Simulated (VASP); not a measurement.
Input of a VASP 6.6.1 run:

INCAR

```
ALGO = Normal ; EDIFF = 1E-6
EDIFFG = -0.005 ; ENCUT = 600
GGA = CA ; IBRION = 2
ISIF = 3 ; ISMEAR = 0
LASPH = True ; LCHARG = False
LREAL = False ; LWAVE = False
NELM = 100 ; NSW = 70
PREC = Accurate ; SIGMA = 0.1
```

File KPOINTS:

```
k-points
0
Gamma
  15 15 4
```

POSCAR

```
Mg
1.0
    3.2102761295      0.0000000000      0.0000000000
   -1.6051380647      2.7801806813      0.0000000000
    0.0000000000      0.0000000000     10.3191049828
Mg
4
Direct
    0.0000000000      0.0000000000      0.0000000000
    0.3333333333      0.6666666667      0.2500000000
    0.0000000000      0.0000000000      0.5000000000
    0.6666666667      0.3333333333      0.7500000000
```

Potentials or basis: VASP PAW LDA potentials, release 64 (Mg).

Run with:

```console
$ cat potpaw_LDA.64/Mg/POTCAR > POTCAR
$ mpirun -np 1 vasp_std > vasp.out
```

**Question.** Estimate the relaxed volume.

**Answer.** 21.50 Å³/atom.

**Question.** Estimate the band gap on the k mesh.

**Answer.** Zero (band 4 reaches 3.79 eV, above the bottom of band 5 at 1.65 eV).

**Question.** Estimate the relaxed cell.

**Answer.** a = 3.138 Å, b = 3.138 Å, c = 10.082 Å, α = 90.00°, β = 90.00°, γ = 120.00°.

**Question.** What does it give for the space group after relaxing (to 0.05 Å)?

**Answer.** P6_3/mmc (No. 194).

Final structure:
```xyz
4
Lattice="3.1383 0.0000 0.0000 -1.5692 2.7179 0.0000 0.0000 0.0000 10.0819" Properties=species:S:1:pos:R:3 pbc="T T T"
Mg    0.0000    0.0000    0.0000
Mg    0.0000    1.8119    2.5205
Mg    0.0000    0.0000    5.0409
Mg    1.5692    0.9060    7.5614
```
